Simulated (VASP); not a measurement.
CoC (CsCl type): single point with PBEsol

The system is CoC (CsCl type).

```
Co C
1.0
     2.35788    0.00000    0.00000
     0.00000    2.35788    0.00000
     0.00000    0.00000    2.35788
Co C
1 1
Direct
  0.00000 0.00000 0.00000
  0.50000 0.50000 0.50000
```

This cell differs from its parent crystal: volume scaled by 0.88.

```json
{
 "Program": "VASP 6.6.1",
 "Task": "single point",
 "Functional": "PBEsol",
 "Potentials or basis": "VASP PAW PBE potentials, release 64 (Co, C)",
 "Cutoff": "520 eV",
 "k mesh": "14 × 14 × 14",
 "Occupations": "fermi-dirac, width 0.05 eV",
 "Spin": "collinear spin, ferromagnetic start",
 "Starting moments": "[1.7, 0.0] μB",
 "Dipole correction": "no",
 "Further INCAR settings": "ALGO = Normal; EDIFF = 1e-06; NBANDS = 18"
}
```

```yaml
Pressure: 57.0 GPa
Net_moment: 0.73 μB per cell
Site_moments: Co +0.64; C +0.06 μB
Valence_electrons_inside_the_program's_atomic_spheres: Co 9.05; C 2.33
```

Levels at points of the mesh, in eV from the Fermi level:
Spin up:
```tsv
k point	band 4	band 5	band 6	band 7	band 8	band 9	band 10	band 11
(0.00, 0.00, 0.00)	-1.63	-1.63	-1.63	0.51	0.51	0.51	13.54	16.12
(0.50, 0.00, 0.00)	-4.45	-4.45	-1.46	-0.40	5.09	5.09	14.95	15.13
(0.50, 0.50, 0.00)	-4.96	-2.80	-2.80	-0.80	1.08	3.07	7.32	18.37
(0.50, 0.50, 0.50)	-6.35	-0.73	-0.73	3.68	3.68	3.68	6.66	6.66
```
Spin down:
```tsv
k point	band 3	band 4	band 5	band 6	band 7	band 8	band 9	band 10
(0.00, 0.00, 0.00)	-5.00	-1.12	-1.12	-1.12	0.66	0.66	0.66	13.77
(0.50, 0.00, 0.00)	-4.17	-4.08	-4.08	-0.95	0.55	5.39	5.39	14.99
(0.50, 0.50, 0.00)	-6.90	-4.26	-2.33	-2.33	0.24	1.54	3.23	7.76
(0.50, 0.50, 0.50)	-8.93	-6.19	0.32	0.32	4.09	4.09	4.09	6.79
```

Wall time 25 s on 1 thread of AMD EPYC 9R45 96-Core Processor (Zen 5), with other jobs on the host, peak memory 0.13 GiB.

Caveat: the PAW data sets were made with another functional, which shifts forces and pressure a little.
